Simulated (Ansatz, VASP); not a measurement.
# BeZn2O3: VASP beside Ansatz

```
Be Zn O
1.0
     3.75166    0.00000    0.00000
     0.00000    3.75166    0.00000
     0.00000    0.00000    5.46077
Be Zn O
1 2 3
Cartesian
  1.8758 1.8758 1.2560
  0.0000 0.0000 0.9755
  1.8758 1.8758 4.4806
  1.8758 0.0000 0.3534
  0.0000 1.8758 0.3534
  1.8758 1.8758 2.6898
```

Alike in both runs: functional PBE; k mesh 3 × 3 × 2; occupations gaussian, width 0.15 eV; no spin polarisation.

Ansatz relaxed the structure, and its values are those at the end. VASP's run is a single point on that final structure, the one shown.

```csv
,VASP,Ansatz
version,VASP 6.6.1,Ansatz 0.2.0
potentials or method,"VASP PAW PBE potentials, release 64 (Be, Zn, O), cutoff 600 eV","scalar-relativistic, plane waves, PAW"
valence electrons in the cell,44,44
```

```tsv
	VASP	Ansatz	Ansatz less VASP
gap on the k mesh at the Fermi level (eV)	0.61	0.63	+0.024
least direct gap on the mesh (eV)	1.34	1.36	+0.022
pressure (GPa)	0.5	0.1	-0.41
rms of the force components (eV/Å)	0.058	0.005	-0.0536
```

The functional is the same, so the differences come from potentials, cutoffs and numerics.

The k mesh is coarse, so the values compare programs but aren't converged.
